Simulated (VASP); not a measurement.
# HfZr2Se6 (R-3) in VASP: single point with PBE

Aim: the single point of HfZr2Se6 with PBE.

Everything below comes from runs of VASP 6.6.1. Logs are shortened: lines on timing, memory, paths and dates and some standing lists are left out, and cuts for length are marked.

**1. The cell of the first run**

The structure is trigonal, space group R-3 (No. 148). The conventional cell has a = 6.564 Å, b = 6.564 Å, c = 20.824 Å, α = 90.00°, β = 90.00°, γ = 120.00°. Zr (site symmetry 3) has 6 Se at 2.71 Å within 3.6 Å. Within 3.5 Å of Hf (site symmetry -3) lie 6 Se at 2.69 Å. Se (site symmetry 1) has 1 Hf at 2.69 Å and 2 Zr at 2.71 Å within 3.5 Å.

**2. Single point, PBE**

Input file INCAR:

```
SYSTEM = HfZr2Se6
ALGO = Normal
EDIFF = 1E-6
ENCUT = 520
GGA = PE
ISIF = 2
ISMEAR = 0
LASPH = .TRUE.
LCHARG = .FALSE.
LREAL = .FALSE.
LWAVE = .FALSE.
NBANDS = 45
NELM = 100
PREC = Accurate
SIGMA = 0.02
```

Input file KPOINTS:

```
k-points
0
G
  6 6 6
  0 0 0
```

Input file POSCAR:

```
HfZr2Se6
1.0
    3.2817823795      1.8947379403      6.9414687460
   -3.2817823795      1.8947379403      6.9414687460
    0.0000000000     -3.7894758804      6.9414687461
Zr Hf Se
2 1 6
Direct
    0.6666636959      0.6666636959      0.6666636959
    0.3333363041      0.3333363041      0.3333363041
    0.0000000000      0.0000000000      0.0000000000
    0.0759186373      0.4070655742      0.7447909048
    0.7447909048      0.0759186373      0.4070655742
    0.4070655742      0.7447909048      0.0759186373
    0.5929344258      0.2552090952      0.9240813627
    0.2552090952      0.9240813627      0.5929344258
    0.9240813627      0.5929344258      0.2552090952
```

Potentials or basis: VASP PAW PBE potentials, release 64 (Zr_sv, Hf_pv, Se).

Command:

```
$ cat potpaw_PBE.64/Zr_sv/POTCAR potpaw_PBE.64/Hf_pv/POTCAR potpaw_PBE.64/Se/POTCAR > POTCAR
$ mpirun -np 1 vasp_std > vasp.out
```

OUTCAR:

```text
SYSTEM = HfZr2Se6
   EDIFF = 1E-6
   ENCUT = 520
   GGA = PE
   ISIF = 2
   ISMEAR = 0
   LASPH = .TRUE.
   LREAL = .FALSE.
   NELM = 100
   PREC = Accurate

 ion  position               nearest neighbor table
   1  0.667  0.667  0.667-   7 2.71   8 2.71   9 2.71   5 2.71   4 2.71   6 2.71   3 3.79   3 3.79
                             3 3.79   2 3.79   2 3.79   2 3.79
   2  0.333  0.333  0.333-   6 2.71   5 2.71   4 2.71   8 2.71   9 2.71   7 2.71   3 3.79   3 3.79
                             3 3.79   1 3.79   1 3.79   1 3.79
   3  0.000  0.000  0.000-   4 2.69   9 2.69   7 2.69   6 2.69   8 2.69   5 2.69   1 3.79   1 3.79
                             2 3.79   2 3.79   1 3.79   2 3.79
   4  0.076  0.407  0.745-   3 2.69   2 2.71   1 2.71
   5  0.745  0.076  0.407-   3 2.69   2 2.71   1 2.71
   6  0.407  0.745  0.076-   3 2.69   2 2.71   1 2.71
   7  0.593  0.255  0.924-   3 2.69   1 2.71   2 2.71
   8  0.255  0.924  0.593-   3 2.69   1 2.71   2 2.71
   9  0.924  0.593  0.255-   3 2.69   1 2.71   2 2.71

  LATTYP: Found a trigonal (rhomboedric) cell.
 ALAT       =     7.9084837864
 COS(alpha) =     0.6556000369

  Lattice vectors:

 A1 = (   3.2817823795,   1.8947379403,   6.9414687460)
 A2 = (  -3.2817823795,   1.8947379403,   6.9414687460)
 A3 = (   0.0000000000,  -3.7894758804,   6.9414687461)

Analysis of symmetry for initial positions (statically):
=====================================================================
 Subroutine PRICEL returns:
 Original cell was already a primitive cell.

 Routine SETGRP: Setting up the symmetry group for a
 trigonal (rhombohedral) supercell.

 Subroutine GETGRP returns: Found  6 space group operations
 (whereof  6 operations were pure point group operations)
 out of a pool of 12 trial point group operations.

The static configuration has the point symmetry S_6 .

Analysis of symmetry for dynamics (positions and initial velocities):
=====================================================================
 Subroutine PRICEL returns:
 Original cell was already a primitive cell.

 Routine SETGRP: Setting up the symmetry group for a
 trigonal (rhombohedral) supercell.

 Subroutine GETGRP returns: Found  6 space group operations
 (whereof  6 operations were pure point group operations)
 out of a pool of 12 trial point group operations.

The dynamic configuration has the point symmetry S_6 .

 Subroutine INISYM returns: Found  6 space group operations
 (whereof  6 operations are pure point group operations),
 and found     1 'primitive' translations

----------------------------------------------------------------------------------------

                                     Primitive cell

  volume of cell :     258.9772

  direct lattice vectors                    reciprocal lattice vectors
     3.281782380  1.894737940  6.941468746     0.152356233  0.087962912  0.048020577
    -3.281782380  1.894737940  6.941468746    -0.152356233  0.087962912  0.048020577
     0.000000000 -3.789475880  6.941468746     0.000000000 -0.175925824  0.048020577

  length of vectors
     7.908483786  7.908483786  7.908483786     0.182361924  0.182361924  0.182361924

  position of ions in fractional coordinates (direct lattice)
     0.666663696  0.666663696  0.666663696
     0.333336304  0.333336304  0.333336304
     0.000000000  0.000000000  0.000000000
     0.075918637  0.407065574  0.744790905
     0.744790905  0.075918637  0.407065574
     0.407065574  0.744790905  0.075918637
     0.592934426  0.255209095  0.924081363
     0.255209095  0.924081363  0.592934426
     0.924081363  0.592934426  0.255209095

  ion indices of the primitive-cell ions
   primitive index   ion index
                 1           1
                 2           2
                 3           3
                 4           4
                 5           5
                 6           6
                 7           7
                 8           8
                 9           9

----------------------------------------------------------------------------------------

 KPOINTS: k-points

Automatic generation of k-mesh.
 Grid dimensions read from file:
 generate k-points for:    6    6    6

 Generating k-lattice:

  Cartesian coordinates                     Fractional coordinates (reciprocal lattice)
     0.025392705  0.014660485  0.008003429     0.166666667 -0.000000000 -0.000000000
    -0.025392705  0.014660485  0.008003429    -0.000000000  0.166666667 -0.000000000
     0.000000000 -0.029320971  0.008003429    -0.000000000 -0.000000000  0.166666667

  Length of vectors
     0.030393654  0.030393654  0.030393654

  Shift w.r.t. Gamma in fractional coordinates (k-lattice)
     0.000000000  0.000000000  0.000000000

 Subroutine IBZKPT returns following result:
 ===========================================

 Found     40 irreducible k-points:

 Following reciprocal coordinates:
            Coordinates               Weight
  0.000000  0.000000  0.000000      1.000000
  0.166667  0.000000 -0.000000      6.000000
  0.333333 -0.000000  0.000000      6.000000
  0.500000 -0.000000  0.000000      3.000000
  0.166667  0.166667 -0.000000      6.000000
  0.333333  0.166667 -0.000000      6.000000
[... 16 lines left out ...]
  0.333333  0.333333  0.166667      6.000000
  0.500000  0.333333  0.166667      6.000000
 [... further k-points ...]
   k-points           NKPTS =     40   k-points in BZ     NKDIM =     40   number of bands    NBANDS=     45
   number of dos      NEDOS =    301   number of ions     NIONS =      9
   total plane-waves  NPLWV = 216000
   dimension x,y,z NGX =    60 NGY =   60 NGZ =   60
   dimension x,y,z NGXF=   120 NGYF=  120 NGZF=  120
   ions per type =               2   1   6
   NGX,Y,Z   is equivalent  to a cutoff of  12.61, 12.61, 12.61 a.u.
   NGXF,Y,Z  is equivalent  to a cutoff of  25.23, 25.23, 25.23 a.u.
 SYSTEM =  HfZr2Se6
   PREC   = accura    normal or accurate (medium, high low for compatibility)
   ISTART =      0    job   : 0-new  1-cont  2-samecut
   ICHARG =      2    charge: 1-file 2-atom 10-const
   ISPIN  =      1    spin polarized calculation?
   LNONCOLLINEAR =      F non collinear calculations
   LSORBIT =      F    spin-orbit coupling
   LASPH  =      T    aspherical Exc in radial PAW
   ENCUT  =  520.0 eV  38.22 Ry    6.18 a.u.  14.70 14.70 14.70*2*pi/ulx,y,z
   NELM   =    100;   NELMIN=  2; NELMDL= -5     # of ELM steps
   EDIFF  = 0.1E-05   stopping-criterion for ELM
   LREAL  =      F    real-space projection
   EDIFFG = 0.1E-04   stopping-criterion for IOM
   NSW    =      0    number of steps for IOM
   IBRION =     -1    ionic relax: 0-MD 1-quasi-New 2-CG
   NFREE  =      0    steps in history (QN), initial steepest desc. (CG)
   ISIF   =      2    stress and relaxation
   ISYM   =      2    0-nonsym 1-usesym 2-fastsym
   POTIM  = 0.5000    time-step for ionic-motion
   TEBEG  =    0.0;   TEEND  =   0.0 temperature during run
   PSTRESS=    0.0 pullay stress
   NELECT =      70.0000    total number of electrons
   NUPDOWN=      -1.0000    fix difference up-down
   EMIN   =  10.00;   EMAX   =-10.00  energy-range for DOS
   EFERMI =   0.00;   METHOD = LEGACY
   ISMEAR =     0;   SIGMA  =   0.02  broadening in eV -4-tet -1-fermi 0-gaus
   EFERMI_NEDOS =   21; number of points for ismear=-14 and -15
   IALGO  =     38    algorithm
   IMIX   =      4    mixing-type and parameters
     AMIX     =   0.40;   BMIX     =  1.00
     AMIX_MAG =   1.60;   BMIX_MAG =  1.00
  volume/ion in A,a.u.               =      28.78       194.18
  Fermi-wavevector in a.u.,A,eV,Ry     =   1.058491  2.000257 15.243999  1.120402
  Thomas-Fermi vector in A             =   2.193802
   LORBIT       =      0    0 simple, 1 ext, 2 COOP (PROOUT), +10 PAW based schemes
   GGA     = PE    functional components
   LHFCALC =     F    Hartree Fock is set to
   AEXX    =    0.0000 exact exchange contribution
   IVDW    =     0    specifies the selected vdW correction
   LEPSILON=     F    determine dielectric tensor
   LRPA    =     F    only Hartree local field effects (RPA)
 non-spin polarized calculation
 Gauss-broadening in eV      SIGMA  =   0.02
  energy-cutoff  :      520.00
  volume of cell :      258.98
 maximum number of plane-waves:      7003
   NGX = 29   NGY = 29   NGZ = 29

 number of electron      70.0000000 magnetization

 Free energy of the ion-electron system (eV)
  ---------------------------------------------------
  ext. energy  EPLUGINS =         0.00000000
  ---------------------------------------------------
  free energy    TOTEN  =       -60.18862612 eV

  energy without entropy =      -60.18862612  energy(sigma->0) =      -60.18862612

 E-fermi :   2.9518     XC(G=0):  -8.7880

 val. band max:        2.7813333452   @ k =   0.0000   0.0000   0.0000
 cond. band min:       3.2304403036   @ k =   0.5000  -0.0000   0.0000
 fundamental gap:      0.4491069584
 Fermi energy:         2.9518056204

 k-point     1 :       0.0000    0.0000    0.0000
  band No.  band energies     occupation
      1     -46.7165      2.00000
      2     -46.7075      2.00000
      3     -28.4584      2.00000
      4     -28.4584      2.00000
      5     -28.4467      2.00000
      6     -24.7707      2.00000
[... 37 lines left out ...]
     44       5.4364      0.00000
     45       7.1196      0.00000

 k-point     2 :       0.1667    0.0000   -0.0000
  band No.  band energies     occupation
      1     -46.7159      2.00000
      2     -46.7080      2.00000
      3     -28.4585      2.00000
      4     -28.4583      2.00000
      5     -28.4467      2.00000
      6     -24.7726      2.00000
[... 37 lines left out ...]
     44       5.6574      0.00000
     45       6.8286      0.00000

 k-point     3 :       0.3333   -0.0000    0.0000
  band No.  band energies     occupation
      1     -46.7146      2.00000
      2     -46.7094      2.00000
      3     -28.4585      2.00000
      4     -28.4582      2.00000
      5     -28.4467      2.00000
      6     -24.7760      2.00000
[... 997 lines left out ...]
     44       5.6858      0.00000
     45       6.7612      0.00000

 k-point    24 :       0.5000    0.3333    0.1667
  band No.  band energies     occupation
      1     -46.7150      2.00000
      2     -46.7090      2.00000
      3     -28.4585      2.00000
      4     -28.4583      2.00000
      5     -28.4467      2.00000
      6     -24.7762      2.00000
[... 37 lines left out ...]
     44       5.7907      0.00000
     45       6.5183      0.00000

 [... further k-points ...]

------------------------ aborting loop because EDIFF is reached ----------------------------------------

  FORCE on cell =-STRESS in cart. coord.  units (eV):
  Direction    XX          YY          ZZ          XY          YZ          ZX
  --------------------------------------------------------------------------------------
  -------------------------------------------------------------------------------------
  Total       -0.0599285     -0.0599285     -0.0593168     -0.0000000      0.0000000     -0.0000000
  in kB       -0.3707508     -0.3707508     -0.3669666     -0.0000001      0.0000000     -0.0000000
  external PRESSURE =      -0.3694894 kB  Pullay stress =       0.0000000 kB

 VOLUME and BASIS-vectors are now :
 -----------------------------------------------------------------------------
  energy-cutoff  :      520.00
  volume of cell :      258.98
      direct lattice vectors                 reciprocal lattice vectors
     3.281782380  1.894737940  6.941468746     0.152356233  0.087962912  0.048020577
    -3.281782380  1.894737940  6.941468746    -0.152356233  0.087962912  0.048020577
     0.000000000 -3.789475880  6.941468746     0.000000000 -0.175925824  0.048020577

 POSITION                                       TOTAL-FORCE (eV/Angst)
 -----------------------------------------------------------------------------------
      0.00000      0.00000     13.88288        -0.000000      0.000000      0.000008
      0.00000      0.00000      6.94153        -0.000000     -0.000000     -0.000008
      0.00000      0.00000      0.00000        -0.000000      0.000000     -0.000000
     -1.08675     -1.90724      8.52256         0.014780     -0.025559     -0.005223
      2.19509      0.01246      8.52256         0.014745      0.025580     -0.005223
     -1.10834      1.89477      8.52256        -0.029525     -0.000020     -0.005223
      1.10834     -1.89477     12.30184         0.029525      0.000020      0.005223
     -2.19509     -0.01246     12.30184        -0.014745     -0.025580      0.005223
      1.08675      1.90724     12.30184        -0.014780      0.025559      0.005223
 -----------------------------------------------------------------------------------
    total drift:                               -0.000000      0.000000     -0.000000

  FREE ENERGIE OF THE ION-ELECTRON SYSTEM (eV)
  ---------------------------------------------------
  free  energy   TOTEN  =       -60.1886261192 eV

  energy  without entropy=      -60.1886261192  energy(sigma->0) =      -60.18862612
```

Run time: 10 min. Hardware: 1 thread of Intel Xeon Platinum 8375C at 2.90GHz (Ice Lake), shared host; peak memory 0.73 GiB.

Results:

* Free energy: -60.1886 eV
* Pressure: 0.0 GPa
* Largest force: 0.030 eV/Å
* Band gap on the k mesh: 0.45 eV, indirect (least direct gap 1.21 eV)

Forces in eV/Å, atoms in the order of the input:
```
Zr   0.000  0.000  0.000
Zr   0.000  0.000  0.000
Hf   0.000  0.000  0.000
Se   0.015 -0.026 -0.005
Se   0.015  0.026 -0.005
Se  -0.030  0.000 -0.005
Se   0.030  0.000  0.005
Se  -0.015 -0.026  0.005
Se  -0.015  0.026  0.005
```

Levels at points of the mesh, in eV from the valence-band top:
```
           k point  band 32  band 33  band 34  band 35  band 36  band 37  band 38  band 39
(0.00, 0.00, 0.00)    -2.01    -0.56     0.00     0.00     1.21     1.21     1.52     1.83
(0.50, 0.00, 0.00)    -1.30    -1.06    -0.81    -0.77     0.45     1.35     1.54     1.81
(0.50, 0.50, 0.00)    -1.71    -1.14    -0.92    -0.86     0.58     1.40     1.59     1.71
(0.50, 0.50, 0.50)    -1.90    -1.66    -0.04    -0.04     1.20     1.20     1.72     1.82
```

Caveat: spin-orbit coupling is left out, which moves the levels of the heavy elements. A k mesh can miss the band edges.
